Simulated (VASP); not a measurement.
RbCl, 2 atoms in the cell. Symmetry: Fm-3m, No. 225, cubic system. The conventional cell has a = 6.612 Å, b = 6.612 Å, c = 6.612 Å, α = 90.00°, β = 90.00°, γ = 90.00°. Within 4.3 Å of Rb (site symmetry m-3m) lie 6 Cl at 3.31 Å. Cl (site symmetry m-3m) has 6 Rb at 3.31 Å within 4.3 Å. 

```yaml
Program: VASP 6.6.1
Task: single point
Functional: HSE06
Potentials_or_basis: VASP PAW PBE potentials, release 64 (Rb_sv, Cl)
Cutoff: 400 eV
k_mesh: 4 × 4 × 4
Occupations: gaussian, width 0.01 eV
Spin: no spin polarisation
Dipole_correction: no
Grid_for_exact_exchange_PRECFOCK: Normal
Further_INCAR_settings: ALGO = Normal; EDIFF = 1e-06; NBANDS = 15
Share_of_exact_exchange: 0.25
Screening_parameter: 0.2079 1/Å
```

Potentials or basis: VASP PAW PBE potentials, release 64 (Rb_sv, Cl).

Command:

```console
$ cat potpaw_PBE.64/Rb_sv/POTCAR potpaw_PBE.64/Cl/POTCAR > POTCAR
$ cp INCAR.step1 INCAR
$ mpirun -np 1 vasp_std > vasp.out
$ cp INCAR.step2 INCAR
$ mpirun -np 1 vasp_std > vasp.out
```

Hardware: 1 thread of Intel Xeon 8259CL, with other jobs on the host.

Problem. How long does it take, and how much memory?

Solution. Wall time 5.6 min on 1 thread of Intel Xeon 8259CL (shared host), peak memory 0.27 GiB. Counts: k points 8.
